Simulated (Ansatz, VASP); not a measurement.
Ta in VASP and in Ansatz

```
Ta
1.0
     4.72403    0.00000    0.00000
    -2.36201    4.09113    0.00000
     0.00000    0.00000    2.66236
Ta
3
Direct
  0.00000 0.00000 0.00000
  0.33333 0.66667 0.50000
  0.66667 0.33333 0.50000
```

Change from the starting cell: volume scaled by 0.92, LAPW.

Alike in both runs: task single point; functional PBE; k mesh 9 × 9 × 12; occupations fermi-dirac, width 0.05 eV; no spin polarisation.

|  | VASP | Ansatz |
| --- | --- | --- |
| version | VASP 6.6.1 | Ansatz 0.2.0 |
| potentials or method | VASP PAW PBE potentials, release 64 (Ta_pv), cutoff 520 eV | all-electron LAPW, scalar-relativistic |

```csv
,VASP,Ansatz,Ansatz less VASP
pressure (GPa),18.1,17.7,-0.46
"traceless stress, the component that is largest in VASP (GPa)",0.08,-0.05,-0.126
```

Ansatz ran all-electron here, and VASP with PAW potentials.

Spin-orbit coupling is off throughout.
